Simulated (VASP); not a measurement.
Set up this calculation in VASP 6.6.1, as the native input.

```yaml
Task: relaxation of cell and atoms
Functional: PBE
Potentials_or_basis: VASP PAW PBE potentials, release 64 (Sn_d, Ge_d)
Cutoff: 600 eV
k_mesh: 6 × 6 × 6
Occupations: gaussian, width 0.1 eV
Spin: no spin polarisation
Dipole_correction: no
Further_INCAR_settings: ALGO = Normal; EDIFF = 1e-07; IBRION = 2; EDIFFG = -0.05; NSW = 100; ISIF = 3
```

The structure of SnGe2 lies in POSCAR:

```
SnGe2
1.0
    0.0000000000      3.0906417255      3.0906417255
    3.0906417255      0.0000000000      3.0906417255
    3.0906417255      3.0906417255      0.0000000000
Sn Ge
1 2
Direct
    0.0000000000      0.0000000000      0.0000000000
    0.7500000000      0.7500000000      0.7500000000
    0.2500000000      0.2500000000      0.2500000000
```

One way to write it, as run:

INCAR

```
PREC     = Accurate       # precision mode
ENCUT    = 600            # plane-wave cutoff, eV
EDIFF    = 1E-7           # SCF threshold, eV
ISMEAR   = 0              # smearing method
SIGMA    = 0.1            # smearing width, eV
LREAL    = False          # projectors in reciprocal space
LASPH    = True           # aspherical terms in the spheres
NELM     = 80             # most SCF steps
ALGO     = Normal         # electronic algorithm
ISIF     = 3              # what is computed and relaxed
LWAVE    = False          # write WAVECAR
LCHARG   = False          # write CHGCAR
GGA      = PE             # functional
IBRION   = 2              # ionic algorithm
NSW      = 100            # ionic steps
EDIFFG   = -0.05          # ionic threshold
```

KPOINTS

```
regular mesh
0
Gamma
  6 6 6
```

Potentials or basis: VASP PAW PBE potentials, release 64 (Sn_d, Ge_d).

Run with:

```sh
$ cat potpaw_PBE.64/Sn_d/POTCAR potpaw_PBE.64/Ge_d/POTCAR > POTCAR
$ mpirun -np 1 vasp_std > vasp.out
```

Results of the run:

```
Relaxed volume                         : 25.99 Å³/atom
Relaxed cell                           : a = 4.795 Å, b = 4.795 Å, c = 4.795 Å, α = 60.00°, β = 60.00°, γ = 60.00°
Space group after relaxing (to 0.05 Å) : Fm-3m (No. 225)
Energy gained by relaxing              : 401.0 meV/atom
Ionic steps                            : 3
Pressure after relaxing                : 0.2 GPa
Band gap on the k mesh                 : zero (band 21 reaches 5.94 eV, above the bottom of band 22 at 4.91 eV)
```

Caveat: the volume moved by over 15 % at a fixed basis, so the end points are rough; spin-orbit coupling is left out, which moves the levels of the heavy elements.

It took 49 s on 1 thread of Intel(R) Xeon(R) Platinum 8488C (Sapphire Rapids), with other jobs on the host, peak memory 0.22 GiB.
